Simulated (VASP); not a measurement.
# Sn (Fd-3m) in VASP: notebook, part 3 of 3

VASP 6.6.1. Earlier steps stand in the parts before.

## 4. Single point, PBEsol (26.25 Å³/atom)

This run uses another cell than the first one, of 26.25 Å³/atom.

The input, INCAR:

```
  ALGO = Normal
  EDIFF = 1E-6
  ENCUT = 520
  GGA = PS
  ISIF = 2
  ISMEAR = -1
  LASPH = True
  LCHARG = True
  LELF = True
  LREAL = False
  LVHAR = True
  LWAVE = False
  NBANDS = 21
  NELM = 80
  PREC = Accurate
  SIGMA = 0.1
```

The input, KPOINTS:

```
k-points
0
Gamma
  10 10 10
```

The input, POSCAR:

```
Sn
1.0
    0.0000000000      2.9719609764      2.9719609764
    2.9719609764      0.0000000000      2.9719609764
    2.9719609764      2.9719609764      0.0000000000
Sn
2
Direct
   -0.1250000000     -0.1250000000     -0.1250000000
    0.1250000000      0.1250000000      0.1250000000
```

Potentials or basis: VASP PAW PBE potentials, release 64 (Sn_d).

The run is started by

```sh
$ cat potpaw_PBE.64/Sn_d/POTCAR > POTCAR
$ mpirun -np 1 vasp_std > vasp.out
```

OUTCAR:

```text
EDIFF = 1E-6
   ENCUT = 520
   GGA = PS
   ISIF = 2
   ISMEAR = -1
   LASPH = True
   LREAL = False
   NELM = 80
   PREC = Accurate

 ion  position               nearest neighbor table
   1  0.875  0.875  0.875-   2 2.57   2 2.57   2 2.57   2 2.57
   2  0.125  0.125  0.125-   1 2.57   1 2.57   1 2.57   1 2.57

  LATTYP: Found a face centered cubic cell.
 ALAT       =     5.9439219528

  Lattice vectors:

 A1 = (   0.0000000000,   2.9719609764,   2.9719609764)
[... 760 lines left out ...]

 [... further k-points ...]

------------------------ aborting loop because EDIFF is reached ----------------------------------------

  FORCE on cell =-STRESS in cart. coord.  units (eV):
  Direction    XX          YY          ZZ          XY          YZ          ZX
  --------------------------------------------------------------------------------------
  -------------------------------------------------------------------------------------
  Total        7.7582676      7.7582676      7.7582676     -0.0000000     -0.0000000      0.0000000
  in kB      236.7641996    236.7641996    236.7641996     -0.0000000     -0.0000000      0.0000000
  external PRESSURE =     236.7641996 kB  Pullay stress =       0.0000000 kB

 VOLUME and BASIS-vectors are now :
 -----------------------------------------------------------------------------
  energy-cutoff  :      520.00
  volume of cell :       52.50
      direct lattice vectors                 reciprocal lattice vectors
     0.000000000  2.971960976  2.971960976    -0.168239087  0.168239087  0.168239087
     2.971960976  0.000000000  2.971960976     0.168239087 -0.168239087  0.168239087
     2.971960976  2.971960976  0.000000000     0.168239087  0.168239087 -0.168239087

 POSITION                                       TOTAL-FORCE (eV/Angst)
 -----------------------------------------------------------------------------------
      5.20093      5.20093      5.20093        -0.000000     -0.000000     -0.000000
      0.74299      0.74299      0.74299         0.000000      0.000000      0.000000
 -----------------------------------------------------------------------------------
    total drift:                                0.000000      0.000000     -0.000000

  FREE ENERGIE OF THE ION-ELECTRON SYSTEM (eV)
  ---------------------------------------------------
  free  energy   TOTEN  =        -7.4846680177 eV

  energy  without entropy=       -7.4806074651  energy(sigma->0) =       -7.48263774
```

OSZICAR:

```text
N       E                     dE             d eps       ncg     rms          rms(c)
DAV:   1     0.225048453503E+03    0.22505E+03   -0.14799E+04  2002   0.214E+03
DAV:   2     0.161589258704E+02   -0.20889E+03   -0.20426E+03  1984   0.456E+02
DAV:   3    -0.696981600746E+01   -0.23129E+02   -0.22968E+02  2294   0.139E+02
DAV:   4    -0.767216096967E+01   -0.70234E+00   -0.70199E+00  2244   0.267E+01
DAV:   5    -0.769540226052E+01   -0.23241E-01   -0.23241E-01  2861   0.474E+00    0.483E+00
DAV:   6    -0.755164897797E+01    0.14375E+00   -0.58410E-02  2662   0.287E+00    0.274E+00
DAV:   7    -0.748333700517E+01    0.68312E-01   -0.89976E-02  2450   0.302E+00    0.186E-01
DAV:   8    -0.748452205147E+01   -0.11850E-02   -0.83170E-03  2224   0.979E-01    0.680E-02
DAV:   9    -0.748466906373E+01   -0.14701E-03   -0.32503E-04  2625   0.176E-01    0.160E-02
DAV:  10    -0.748466869083E+01    0.37290E-06   -0.14805E-05  2369   0.351E-02    0.615E-03
DAV:  11    -0.748466801772E+01    0.67311E-06   -0.14426E-06  1865   0.861E-03
   1 F= -.74846680E+01 E0= -.74826377E+01  d E =-.406055E-02
```

stdout:

```text
POSCAR found type information on POSCAR Sn
 POSCAR found :  1 types and       2 ions
 scaLAPACK will be used
 -----------------------------------------------------------------------------
|                                                                             |
|                                                                             |
|     You enforced a specific xc type in the INCAR file but a different       |
|     I HOPE YOU KNOW WHAT YOU ARE DOING!                                     |
|                                                                             |
 -----------------------------------------------------------------------------

 LDA part: xc-table for (Slater+PW92), standard interpolation
 POSCAR, INCAR and KPOINTS ok, starting setup
 FFT: planning ... GRIDC
 FFT: planning ... GRID_SOFT
 FFT: planning ... GRID
 WAVECAR not read
 entering main loop
```

Wall time 58 s (1 thread of Intel Xeon 8259CL, shared host); peak memory 0.19 GiB.

Results:

```yaml
Free_energy: -7.4847 eV
Pressure: 23.7 GPa
```

Caveat: the cell stands under pressure; the PAW data sets were made with another functional, which shifts forces and pressure a little; spin-orbit coupling is left out, which moves the levels of the heavy elements.

## 5. Single point, PBEsol (29.75 Å³/atom)

This run uses another cell than the first one, of 29.75 Å³/atom.

The input, INCAR:

```
SYSTEM = Sn
  PREC = Accurate
  ENCUT = 520
  EDIFF = 1E-6
  ISMEAR = -1
  SIGMA = 0.1
  LREAL = .FALSE.
  LASPH = .TRUE.
  NELM = 60
  ALGO = Normal
  ISIF = 2
  LWAVE = .FALSE.
  LCHARG = .TRUE.
  GGA = PS
  LELF = .TRUE.
  LVHAR = .TRUE.
  NBANDS = 21
```

The input, KPOINTS:

```
Automatic mesh
0
G
  10 10 10
  0 0 0
```

The input, POSCAR:

```
Sn
1.0
    0.0000000000      3.0985772174      3.0985772174
    3.0985772174      0.0000000000      3.0985772174
    3.0985772174      3.0985772174      0.0000000000
Sn
2
Direct
   -0.1250000000     -0.1250000000     -0.1250000000
    0.1250000000      0.1250000000      0.1250000000
```

The run is started by

```sh
$ cat potpaw_PBE.64/Sn_d/POTCAR > POTCAR
$ mpirun -np 1 vasp_std > vasp.out
```

Run time: 98 s. Hardware: 1 thread of Intel Xeon 8259CL, shared host; peak memory 0.22 GiB.

It converged, with:

```
Free energy : -8.1899 eV
Pressure    : 9.8 GPa
```

Levels at points of the mesh, in eV from the Fermi level:
```tsv
k point	band 12	band 13	band 14	band 15	band 16	band 17
(0.00, 0.00, 0.00)	-0.03	-0.03	-0.03	0.19	2.03	2.03
(0.50, 0.00, 0.00)	-7.06	-1.47	-1.47	0.12	3.13	3.13
(0.50, 0.50, 0.00)	-8.18	-3.08	-3.08	0.45	0.45	8.50
```

Caveat: the cell stands under pressure; the PAW data sets were made with another functional, which shifts forces and pressure a little; spin-orbit coupling is left out, which moves the levels of the heavy elements.

## 6. Single point, PBEsol (33.25 Å³/atom)

This run uses another cell than the first one, of 33.25 Å³/atom.

The input, INCAR:

```
ALGO     = Normal         # electronic algorithm
EDIFF    = 1E-6           # SCF threshold, eV
ENCUT    = 520            # plane-wave cutoff, eV
GGA      = PS             # functional
ISIF     = 2              # what is computed and relaxed
ISMEAR   = -1             # smearing method
LASPH    = True           # aspherical terms in the spheres
LCHARG   = True           # write CHGCAR
LELF     = True           # ELF
LREAL    = False          # projectors in reciprocal space
LVHAR    = True         
LWAVE    = False          # write WAVECAR
NBANDS   = 21             # bands
NELM     = 80             # most SCF steps
PREC     = Accurate       # precision mode
SIGMA    = 0.1            # smearing width, eV
```

The input, KPOINTS:

```
k-points
0
Gamma
  10 10 10
```

The input, POSCAR:

```
Sn
1.0
    0.0000000000      3.2156137957      3.2156137957
    3.2156137957      0.0000000000      3.2156137957
    3.2156137957      3.2156137957      0.0000000000
Sn
2
Direct
   -0.1250000000     -0.1250000000     -0.1250000000
    0.1250000000      0.1250000000      0.1250000000
```

Potentials or basis: VASP PAW PBE potentials, release 64 (Sn_d).

The run is started by

```sh
$ cat potpaw_PBE.64/Sn_d/POTCAR > POTCAR
$ mpirun -np 1 vasp_std > vasp.out
```

It took 1.7 min on 1 thread of Intel Xeon 8259CL, shared host; peak memory 0.23 GiB.

The run converged. Its results:

```yaml
Free_energy: -8.4425 eV
Pressure: 2.3 GPa
Band_gap_on_the_k_mesh: zero (bands 14 and 15 overlap by 0.09 eV)
```

Levels at points of the mesh, in eV from the Fermi level:
```csv
k point,band 10,band 11,band 12,band 13,band 14,band 15,band 16,band 17,band 18,band 19
"(0.00, 0.00, 0.00)",-21.27,-10.84,-0.53,0.07,0.07,0.07,2.13,2.13,2.13,4.85
"(0.50, 0.00, 0.00)",-21.22,-9.15,-6.45,-1.18,-1.18,-0.03,3.20,3.20,5.48,8.50
"(0.50, 0.50, 0.00)",-21.19,-7.65,-7.65,-2.58,-2.58,0.71,0.71,7.86,7.86,9.41
```

Caveat: the PAW data sets were made with another functional, which shifts forces and pressure a little; spin-orbit coupling is left out, which moves the levels of the heavy elements.

## 7. Summary

| cell | gap on the mesh (eV) | pressure (GPa) |
| --- | --- | --- |
| a = 3.790 Å, angles 60.0°, 2 atoms | none | 102.2 |
| a = 4.007 Å, angles 60.0°, 2 atoms | none | 50.0 |
| a = 4.203 Å, angles 60.0°, 2 atoms | - | 23.7 |
| a = 4.382 Å, angles 60.0°, 2 atoms | - | 9.8 |
| a = 4.548 Å, angles 60.0°, 2 atoms | none | 2.3 |

Alike in all rows: task single point; level PBEsol; potentials or basis VASP PAW PBE potentials, release 64 (Sn_d); no spin polarisation; k mesh 10 × 10 × 10; cutoff (eV) 520; smearing fermi-dirac 0.1 eV.

Caveats: the PAW data sets were made with another functional, which shifts forces and pressure a little; spin-orbit coupling is left out, which moves the levels of the heavy elements; the cell stands under pressure (at least some runs).

Absolute energies hang on the potentials; compare differences alone.
